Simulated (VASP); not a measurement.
# Pt (P6_3/mmc) in VASP: notebook

Pt is run at these levels: PBEsol; tasks: single point.

Program: VASP 6.6.1. These are calculated values, not measurements. Logs are shortened: lines on timing, memory, paths and dates and some standing lists are left out, and cuts for length are marked.

**1. The cell of the first run**

The structure is hexagonal, space group P6_3/mmc (No. 194). The conventional cell has a = 2.761 Å, b = 2.761 Å, c = 4.984 Å, α = 90.00°, β = 90.00°, γ = 120.00°. Pt (site symmetry -6m2) has 12 Pt at 2.76 to 2.96 Å within 3.6 Å.

**2. Single point, PBEsol (strain +0.000 along x and y, +0.040 along z)**

INCAR reads:

```
  ALGO = Normal
  EDIFF = 1E-7
  ENCUT = 520
  GGA = PS
  ISIF = 2
  ISMEAR = 0
  LASPH = True
  LCHARG = False
  LREAL = False
  LWAVE = False
  NBANDS = 17
  NELM = 80
  PREC = Accurate
  SIGMA = 0.15
```

KPOINTS reads:

```
k-points
0
Gamma
  18 18 10
```

POSCAR reads:

```
Pt
1.0
    2.7606656158      0.0000000000      0.0000000000
   -1.3803328079      2.3908065546      0.0000000000
    0.0000000000      0.0000000000      4.9838193600
Pt
2
Direct
    0.6666666667      0.3333333333      0.7500000000
    0.3333333333      0.6666666667      0.2500000000
```

Potentials or basis: VASP PAW PBE potentials, release 64 (Pt).

Launch:

```sh
$ cat potpaw_PBE.64/Pt/POTCAR > POTCAR
$ mpirun -np 1 vasp_std > vasp.out
```

OUTCAR:

```text
EDIFF = 1E-7
   ENCUT = 520
   GGA = PS
   ISIF = 2
   ISMEAR = 0
   LASPH = True
   LREAL = False
   NELM = 80
   PREC = Accurate

 ion  position               nearest neighbor table
   1  0.667  0.333  0.750-   2 2.96   2 2.96   2 2.96   2 2.96   2 2.96   2 2.96
   2  0.333  0.667  0.250-   1 2.96   1 2.96   1 2.96   1 2.96   1 2.96   1 2.96

  LATTYP: Found a hexagonal cell.
 ALAT       =     2.7606656158
 C/A-ratio  =     1.8052962776

  Lattice vectors:

 A1 = (   2.7606656158,   0.0000000000,   0.0000000000)
 A2 = (  -1.3803328079,   2.3908065546,   0.0000000000)
 A3 = (   0.0000000000,   0.0000000000,   4.9838193600)

Analysis of symmetry for initial positions (statically):
=====================================================================
 Subroutine PRICEL returns:
 Original cell was already a primitive cell.

 Routine SETGRP: Setting up the symmetry group for a
 hexagonal supercell.

 Subroutine GETGRP returns: Found 24 space group operations
 (whereof 12 operations were pure point group operations)
 out of a pool of 24 trial point group operations.

The static configuration has the point symmetry D_3d.
 The point group associated with its full space group is D_6h.

Analysis of symmetry for dynamics (positions and initial velocities):
=====================================================================
 Subroutine PRICEL returns:
 Original cell was already a primitive cell.

 Routine SETGRP: Setting up the symmetry group for a
 hexagonal supercell.

 Subroutine GETGRP returns: Found 24 space group operations
 (whereof 12 operations were pure point group operations)
 out of a pool of 24 trial point group operations.

The dynamic configuration has the point symmetry D_3d.
 The point group associated with its full space group is D_6h.

 Subroutine INISYM returns: Found 24 space group operations
 (whereof 12 operations are pure point group operations),
 and found     1 'primitive' translations

----------------------------------------------------------------------------------------

                                     Primitive cell

  volume of cell :      32.8943

  direct lattice vectors                    reciprocal lattice vectors
[... 77 lines left out ...]
 SYSTEM =  unknown system
   PREC   = accura    normal or accurate (medium, high low for compatibility)
   ISTART =      0    job   : 0-new  1-cont  2-samecut
   ICHARG =      2    charge: 1-file 2-atom 10-const
   ISPIN  =      1    spin polarized calculation?
   LNONCOLLINEAR =      F non collinear calculations
   LSORBIT =      F    spin-orbit coupling
   LASPH  =      T    aspherical Exc in radial PAW
   ENCUT  =  520.0 eV  38.22 Ry    6.18 a.u.   5.13  5.13  9.27*2*pi/ulx,y,z
   NELM   =     80;   NELMIN=  2; NELMDL= -5     # of ELM steps
   EDIFF  = 0.1E-06   stopping-criterion for ELM
   LREAL  =      F    real-space projection
   EDIFFG = 0.1E-05   stopping-criterion for IOM
   NSW    =      0    number of steps for IOM
   IBRION =     -1    ionic relax: 0-MD 1-quasi-New 2-CG
   NFREE  =      0    steps in history (QN), initial steepest desc. (CG)
   ISIF   =      2    stress and relaxation
   ISYM   =      2    0-nonsym 1-usesym 2-fastsym
   POTIM  = 0.5000    time-step for ionic-motion
   TEBEG  =    0.0;   TEEND  =   0.0 temperature during run
   PSTRESS=    0.0 pullay stress
   NELECT =      20.0000    total number of electrons
   NUPDOWN=      -1.0000    fix difference up-down
   EMIN   =  10.00;   EMAX   =-10.00  energy-range for DOS
   EFERMI =   0.00;   METHOD = LEGACY
   ISMEAR =     0;   SIGMA  =   0.15  broadening in eV -4-tet -1-fermi 0-gaus
   EFERMI_NEDOS =   21; number of points for ismear=-14 and -15
   IALGO  =     38    algorithm
   IMIX   =      4    mixing-type and parameters
     AMIX     =   0.40;   BMIX     =  1.00
     AMIX_MAG =   1.60;   BMIX_MAG =  1.00
  volume/ion in A,a.u.               =      16.45       110.99
  Fermi-wavevector in a.u.,A,eV,Ry     =   1.386898  2.620858 26.170632  1.923487
  Thomas-Fermi vector in A             =   2.511171
   LORBIT       =      0    0 simple, 1 ext, 2 COOP (PROOUT), +10 PAW based schemes
   GGA     = PS    functional components
   LHFCALC =     F    Hartree Fock is set to
   AEXX    =    0.0000 exact exchange contribution
   IVDW    =     0    specifies the selected vdW correction
   LEPSILON=     F    determine dielectric tensor
   LRPA    =     F    only Hartree local field effects (RPA)
 non-spin polarized calculation
 Gauss-broadening in eV      SIGMA  =   0.15
  energy-cutoff  :      520.00
  volume of cell :       32.89
 maximum number of plane-waves:       900
 NGX is ok and might be reduce to    24
   NGX = 11   NGY = 11   NGZ = 19

 number of electron      20.0000003 magnetization

 Free energy of the ion-electron system (eV)
  ---------------------------------------------------
  ext. energy  EPLUGINS =         0.00000000
  ---------------------------------------------------
  free energy    TOTEN  =       -13.64185760 eV

  energy without entropy =      -13.60213578  energy(sigma->0) =      -13.62199669

 E-fermi :   9.4590     XC(G=0): -13.1079

 val. band max:        9.4549789793   @ k =   0.2778   0.2222   0.0000
 cond. band min:       9.4620235972   @ k =   0.2222   0.2222   0.5000
 fundamental gap:      0.0070446179
 Fermi energy:         9.4590218392

 k-point     1 :       0.0000    0.0000    0.0000
  band No.  band energies     occupation
      1       0.1362      2.00000
      2       2.5964      2.00000
      3       5.5311      2.00000
      4       6.2270      2.00000
      5       6.2270      2.00000
      6       6.5125      2.00000
[... 457 lines left out ...]
      4       6.2146      2.00000
      5       6.4516      2.00000
      6       6.6801      2.00000
[... 9 lines left out ...]
     16      21.5992      0.00000
     17      22.9098      0.00000

 [... further k-points ...]
[... 5 lines left out ...]
  --------------------------------------------------------------------------------------
  -------------------------------------------------------------------------------------
  Total       -3.3148887     -3.3148887     -4.2783859      0.0000000      0.0000000      0.0000000
  in kB     -161.4577868   -161.4577868   -208.3867030      0.0000000      0.0000000      0.0000000
  external PRESSURE =    -177.1007589 kB  Pullay stress =       0.0000000 kB

 VOLUME and BASIS-vectors are now :
 -----------------------------------------------------------------------------
  energy-cutoff  :      520.00
  volume of cell :       32.89
      direct lattice vectors                 reciprocal lattice vectors
     2.760665616  0.000000000  0.000000000     0.362231483  0.209134444  0.000000000
    -1.380332808  2.390806555  0.000000000     0.000000000  0.418268888  0.000000000
     0.000000000  0.000000000  4.983819360     0.000000000  0.000000000  0.200649327

 POSITION                                       TOTAL-FORCE (eV/Angst)
 -----------------------------------------------------------------------------------
      1.38033      0.79694      3.73786        -0.000000      0.000000      0.000000
     -0.00000      1.59387      1.24595         0.000000     -0.000000      0.000000
 -----------------------------------------------------------------------------------
    total drift:                               -0.000000      0.000000     -0.000000

  FREE ENERGIE OF THE ION-ELECTRON SYSTEM (eV)
  ---------------------------------------------------
  free  energy   TOTEN  =       -13.6418576032 eV

  energy  without entropy=      -13.6021357822  energy(sigma->0) =      -13.62199669
```

OSZICAR:

```text
N       E                     dE             d eps       ncg     rms          rms(c)
DAV:   1     0.993360643114E+02    0.99336E+02   -0.10420E+04  7548   0.113E+03
DAV:   2    -0.126902534304E+02   -0.11203E+03   -0.10635E+03  8150   0.242E+02
DAV:   3    -0.145731996580E+02   -0.18829E+01   -0.18578E+01  9254   0.309E+01
DAV:   4    -0.145830615236E+02   -0.98619E-02   -0.98599E-02  9005   0.233E+00
DAV:   5    -0.145831606967E+02   -0.99173E-04   -0.99173E-04  9315   0.246E-01    0.148E+01
DAV:   6    -0.137163286776E+02    0.86683E+00   -0.14771E+00  7892   0.106E+01    0.753E+00
DAV:   7    -0.136490768452E+02    0.67252E-01   -0.17681E-01  9169   0.359E+00    0.305E+00
DAV:   8    -0.136423200541E+02    0.67568E-02   -0.16703E-02  8140   0.103E+00    0.809E-01
DAV:   9    -0.136418521812E+02    0.46787E-03   -0.43275E-04  8562   0.177E-01    0.929E-02
DAV:  10    -0.136418562431E+02   -0.40619E-05   -0.10707E-05  9190   0.230E-02    0.919E-03
DAV:  11    -0.136418575132E+02   -0.12701E-05   -0.50168E-07  9123   0.538E-03    0.554E-03
DAV:  12    -0.136418576188E+02   -0.10556E-06   -0.49280E-08  4533   0.196E-03    0.243E-04
DAV:  13    -0.136418576032E+02    0.15602E-07   -0.27568E-09  4065   0.374E-04
   1 F= -.13641858E+02 E0= -.13621997E+02  d E =-.397218E-01
```

It took 40 s on 1 thread of Intel Xeon 6975P-C (Granite Rapids), shared host; peak memory 0.24 GiB.

What came out:

```yaml
Free_energy: -13.6419 eV
Pressure: -17.7 GPa
Band_gap_on_the_k_mesh: zero (band 10 reaches 10.05 eV, above the bottom of band 11 at 8.81 eV)
```

Caveat: the cell differs from its parent crystal (strain +0.000 along x and y, +0.040 along z); the PAW data sets were made with another functional, which shifts forces and pressure a little; spin-orbit coupling is left out, which moves the levels of the heavy elements.

**3. Single point, PBEsol (strain +0.040 along x and y, -0.040 along z)**

INCAR reads:

```
SYSTEM = Pt
PREC = Accurate
ENCUT = 520
EDIFF = 1E-6
ISMEAR = 0
SIGMA = 0.15
LREAL = .FALSE.
LASPH = .TRUE.
NELM = 80
ALGO = Normal
ISIF = 2
LWAVE = .FALSE.
LCHARG = .FALSE.
GGA = PS
NBANDS = 17
```

KPOINTS reads:

```
Automatic mesh
0
G
  18 18 10
  0 0 0
```

POSCAR reads:

```
Pt
1.0
    2.8710922404      0.0000000000      0.0000000000
   -1.4355461202      2.4864388168      0.0000000000
    0.0000000000      0.0000000000      4.6004486400
Pt
2
Direct
    0.6666666667      0.3333333333      0.7500000000
    0.3333333333      0.6666666667      0.2500000000
```

Potentials or basis: VASP PAW PBE potentials, release 64 (Pt).

Launch:

```sh
$ cat potpaw_PBE.64/Pt/POTCAR > POTCAR
$ mpirun -np 1 vasp_std > vasp.out
```

It took 37 s on 1 thread of Intel Xeon 6975P-C (Granite Rapids), shared host; peak memory 0.23 GiB.

Results (log left out):

```yaml
Free_energy: -13.6030 eV
Pressure: -18.5 GPa
Band_gap_on_the_k_mesh: zero (band 10 reaches 9.79 eV, above the bottom of band 11 at 8.72 eV)
```

Stress tensor (GPa, compression positive):
```
-20.98   0.00   0.00
  0.00 -20.98   0.00
  0.00   0.00 -13.67
```

Levels at points of the mesh, in eV from the Fermi level:
```csv
k point,band 7,band 8,band 9,band 10,band 11,band 12,band 13,band 14
"(0.00, 0.00, 0.00)",-2.71,-2.22,-2.22,-0.26,-0.26,-0.05,5.37,14.72
"(0.50, 0.00, 0.00)",-2.50,-0.08,0.21,0.22,1.97,3.19,7.39,9.13
"(0.00, 0.00, 0.50)",-3.30,-3.30,-0.82,-0.82,-0.82,-0.82,13.22,13.22
"(0.50, 0.00, 0.50)",-0.83,-0.83,0.11,0.11,1.63,1.63,5.86,5.86
```

Caveat: the cell differs from its parent crystal (strain +0.040 along x and y, -0.040 along z); the PAW data sets were made with another functional, which shifts forces and pressure a little; spin-orbit coupling is left out, which moves the levels of the heavy elements.

**4. Single point, PBEsol (strain +0.080 along x and y, -0.080 along z)**

INCAR reads:

```
SYSTEM = Pt
ALGO = Normal
EDIFF = 1E-7
ENCUT = 520
GGA = PS
ISIF = 2
ISMEAR = 0
LASPH = .TRUE.
LCHARG = .FALSE.
LREAL = .FALSE.
LWAVE = .FALSE.
NBANDS = 17
NELM = 60
PREC = Accurate
SIGMA = 0.15
```

KPOINTS reads:

```
k-points
0
G
  18 18 10
  0 0 0
```

POSCAR reads:

```
Pt
1.0
    2.9815188650      0.0000000000      0.0000000000
   -1.4907594325      2.5820710790      0.0000000000
    0.0000000000      0.0000000000      4.4087632800
Pt
2
Direct
    0.6666666667      0.3333333333      0.7500000000
    0.3333333333      0.6666666667      0.2500000000
```

Potentials or basis: VASP PAW PBE potentials, release 64 (Pt).

Launch:

```sh
$ cat potpaw_PBE.64/Pt/POTCAR > POTCAR
$ mpirun -np 1 vasp_std > vasp.out
```

OUTCAR:

```text
SYSTEM = Pt
   EDIFF = 1E-7
   ENCUT = 520
   GGA = PS
   ISIF = 2
   ISMEAR = 0
   LASPH = .TRUE.
   LREAL = .FALSE.
   NELM = 60
   PREC = Accurate

 ion  position               nearest neighbor table
   1  0.667  0.333  0.750-   2 2.80   2 2.80   2 2.80   2 2.80   2 2.80   2 2.80
   2  0.333  0.667  0.250-   1 2.80   1 2.80   1 2.80   1 2.80   1 2.80   1 2.80

  LATTYP: Found a hexagonal cell.
 ALAT       =     2.9815188650
 C/A-ratio  =     1.4786970935

  Lattice vectors:

 A1 = (   2.9815188650,   0.0000000000,   0.0000000000)
 A2 = (  -1.4907594325,   2.5820710790,   0.0000000000)
 A3 = (   0.0000000000,   0.0000000000,   4.4087632800)

Analysis of symmetry for initial positions (statically):
=====================================================================
 Subroutine PRICEL returns:
 Original cell was already a primitive cell.

 Routine SETGRP: Setting up the symmetry group for a
 hexagonal supercell.

 Subroutine GETGRP returns: Found 24 space group operations
 (whereof 12 operations were pure point group operations)
 out of a pool of 24 trial point group operations.

The static configuration has the point symmetry D_3d.
 The point group associated with its full space group is D_6h.

Analysis of symmetry for dynamics (positions and initial velocities):
=====================================================================
 Subroutine PRICEL returns:
 Original cell was already a primitive cell.

 Routine SETGRP: Setting up the symmetry group for a
 hexagonal supercell.

 Subroutine GETGRP returns: Found 24 space group operations
 (whereof 12 operations were pure point group operations)
 out of a pool of 24 trial point group operations.

The dynamic configuration has the point symmetry D_3d.
 The point group associated with its full space group is D_6h.

 Subroutine INISYM returns: Found 24 space group operations
 (whereof 12 operations are pure point group operations),
 and found     1 'primitive' translations

[... 110 lines left out ...]
   EFERMI_NEDOS =   21; number of points for ismear=-14 and -15
   IALGO  =     38    algorithm
   IMIX   =      4    mixing-type and parameters
     AMIX     =   0.40;   BMIX     =  1.00
     AMIX_MAG =   1.60;   BMIX_MAG =  1.00
  volume/ion in A,a.u.               =      16.97       114.52
  Fermi-wavevector in a.u.,A,eV,Ry     =   1.372495  2.593639 25.629859  1.883741
  Thomas-Fermi vector in A             =   2.498097
   LORBIT       =      0    0 simple, 1 ext, 2 COOP (PROOUT), +10 PAW based schemes
   GGA     = PS    functional components
   LHFCALC =     F    Hartree Fock is set to
   AEXX    =    0.0000 exact exchange contribution
   IVDW    =     0    specifies the selected vdW correction
   LEPSILON=     F    determine dielectric tensor
   LRPA    =     F    only Hartree local field effects (RPA)
 non-spin polarized calculation
 Gauss-broadening in eV      SIGMA  =   0.15
  energy-cutoff  :      520.00
  volume of cell :       33.94
 maximum number of plane-waves:       940
 NGX is ok and might be reduce to    24
   NGX = 11   NGY = 11   NGZ = 17

 number of electron      19.9999999 magnetization

 Free energy of the ion-electron system (eV)
  ---------------------------------------------------
  ext. energy  EPLUGINS =         0.00000000
  ---------------------------------------------------
  free energy    TOTEN  =       -13.39498619 eV

  energy without entropy =      -13.34252375  energy(sigma->0) =      -13.36875497

 E-fermi :   9.0003     XC(G=0): -12.9263

 val. band max:        9.0000502827   @ k =   0.4444   0.1111   0.4000
 cond. band min:       9.0036767719   @ k =   0.5000   0.0000   0.1000
 fundamental gap:      0.0036264892
 Fermi energy:         9.0003374073

 k-point     1 :       0.0000    0.0000    0.0000
  band No.  band energies     occupation
      1      -0.0692      2.00000
      2       2.9725      2.00000
      3       5.9713      2.00000
      4       5.9713      2.00000
      5       6.3664      2.00000
      6       6.3664      2.00000
[... 457 lines left out ...]
      4       5.3062      2.00000
      5       5.7058      2.00000
      6       6.4054      2.00000
[... 9 lines left out ...]
     16      20.4974      0.00000
     17      23.0247      0.00000

 [... further k-points ...]
[... 5 lines left out ...]
  --------------------------------------------------------------------------------------
  -------------------------------------------------------------------------------------
  Total       -4.9237748     -4.9237748     -3.9359066     -0.0000000     -0.0000000      0.0000000
  in kB     -232.4268111   -232.4268111   -185.7944915     -0.0000000     -0.0000000      0.0000000
  external PRESSURE =    -216.8827046 kB  Pullay stress =       0.0000000 kB

 VOLUME and BASIS-vectors are now :
 -----------------------------------------------------------------------------
  energy-cutoff  :      520.00
  volume of cell :       33.94
      direct lattice vectors                 reciprocal lattice vectors
     2.981518865  0.000000000  0.000000000     0.335399521  0.193643004  0.000000000
    -1.490759432  2.582071079  0.000000000     0.000000000  0.387286008  0.000000000
     0.000000000  0.000000000  4.408763280     0.000000000  0.000000000  0.226820978

 POSITION                                       TOTAL-FORCE (eV/Angst)
 -----------------------------------------------------------------------------------
      1.49076      0.86069      3.30657         0.000000      0.000000      0.000000
     -0.00000      1.72138      1.10219        -0.000000     -0.000000      0.000000
 -----------------------------------------------------------------------------------
    total drift:                                0.000000     -0.000000      0.000000

  FREE ENERGIE OF THE ION-ELECTRON SYSTEM (eV)
  ---------------------------------------------------
  free  energy   TOTEN  =       -13.3949861872 eV

  energy  without entropy=      -13.3425237506  energy(sigma->0) =      -13.36875497
```

stdout:

```text
POSCAR found type information on POSCAR Pt
 POSCAR found :  1 types and       2 ions
 scaLAPACK will be used
 -----------------------------------------------------------------------------
|                                                                             |
|                                                                             |
|     You enforced a specific xc type in the INCAR file but a different       |
|     I HOPE YOU KNOW WHAT YOU ARE DOING!                                     |
|                                                                             |
 -----------------------------------------------------------------------------

 LDA part: xc-table for (Slater+PW92), standard interpolation
 POSCAR, INCAR and KPOINTS ok, starting setup
 FFT: planning ... GRIDC
 FFT: planning ... GRID_SOFT
 FFT: planning ... GRID
 WAVECAR not read
 entering main loop
```

It took 36 s on 1 thread of Intel Xeon 6975P-C (Granite Rapids), shared host; peak memory 0.23 GiB.

Results:

```
Free energy            : -13.3950 eV
Pressure               : -21.7 GPa
Band gap on the k mesh : zero (band 10 reaches 9.39 eV, above the bottom of band 11 at 8.26 eV)
```

Caveat: the cell differs from its parent crystal (strain +0.080 along x and y, -0.080 along z); the PAW data sets were made with another functional, which shifts forces and pressure a little; spin-orbit coupling is left out, which moves the levels of the heavy elements.

(Continued in part 2 of 2.)
